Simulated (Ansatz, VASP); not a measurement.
One calculation of CaAuC4N4, two programs

```
Ca C Au N
1.0
     6.11645    0.00000    0.00000
     0.00000    6.11645    0.00000
     0.00000    0.00000    6.11645
Ca C Au N
1 4 1 4
Direct
  0.50000 0.50000 0.50000
  0.18095 0.18095 0.18095
  0.18095 0.81905 0.81905
  0.81905 0.18095 0.81905
  0.81905 0.81905 0.18095
  0.00000 0.00000 0.00000
  0.29139 0.29139 0.29139
  0.29139 0.70861 0.70861
  0.70861 0.29139 0.70861
  0.70861 0.70861 0.29139
```

Alike in both runs: task single point; functional PBE; k mesh 4 × 4 × 4; occupations gaussian, width 0.1 eV; no spin polarisation.

```csv
,VASP,Ansatz
version,VASP 6.6.1,Ansatz 0.2.0
potentials or method,"VASP PAW PBE potentials, release 64 (Ca_sv, C, Au, N), cutoff 520 eV","scalar-relativistic, plane waves, PAW"
valence electrons in the cell,57,65
```

Ansatz gave:

- pressure (GPa): 8.4
- rms of the force components (eV/Å): 0.936

Question: What did VASP give for the same quantities?

Answer: Pressure (GPa): 8.7; rms of the force components (eV/Å): 0.762.

Atom by atom the forces differ by 0.193 eV/Å (rms over components). VASP's potentials hold 57 valence electrons a cell and Ansatz's 65, so a difference there can come from the potentials and not from the codes.

Neither program's run includes spin-orbit coupling. Noted on VASP's run: the standard files for N, O and F lose accuracy on very short bonds.
